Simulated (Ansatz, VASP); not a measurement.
# Two plane-wave programs on Na3TlTe2

```
Na Tl Te
1.0
     3.88275    2.24171    4.01261
    -3.88275    2.24171    4.01261
     0.00000   -4.48342    4.01261
Na Tl Te
3 1 2
Direct
  0.33024 0.87122 0.33024
  0.33024 0.33024 0.87122
  0.87122 0.33024 0.33024
  0.72702 0.72702 0.72702
  0.97122 0.97122 0.97122
  0.36544 0.36544 0.36544
```

Alike in both runs: functional PBE; k mesh 6 × 6 × 6; occupations gaussian, width 0.02 eV; no spin polarisation.

Ansatz relaxed the structure, and its values are those at the end. VASP's run is a single point on that final structure, the one shown.

|  | VASP | Ansatz |
| --- | --- | --- |
| version | VASP 6.6.1 | Ansatz 0.2.0 |
| potentials or method | VASP PAW PBE potentials, release 64 (Na_pv, Tl_d, Te), cutoff 520 eV | scalar-relativistic, plane waves, PAW |
| valence electrons in the cell | 46 | 72 |

|  | VASP | Ansatz | Ansatz less VASP |
| --- | --- | --- | --- |
| gap on the k mesh at the Fermi level (eV) | 1.54 | 1.54 | +0.003 |
| least direct gap on the mesh (eV) | 1.55 | 1.55 | +0.003 |
| pressure (GPa) | 0.0 | 0.0 | -0.01 |

VASP's potentials hold 46 valence electrons a cell and Ansatz's 72, so a difference there can come from the potentials and not from the codes.

Neither program's run includes spin-orbit coupling.
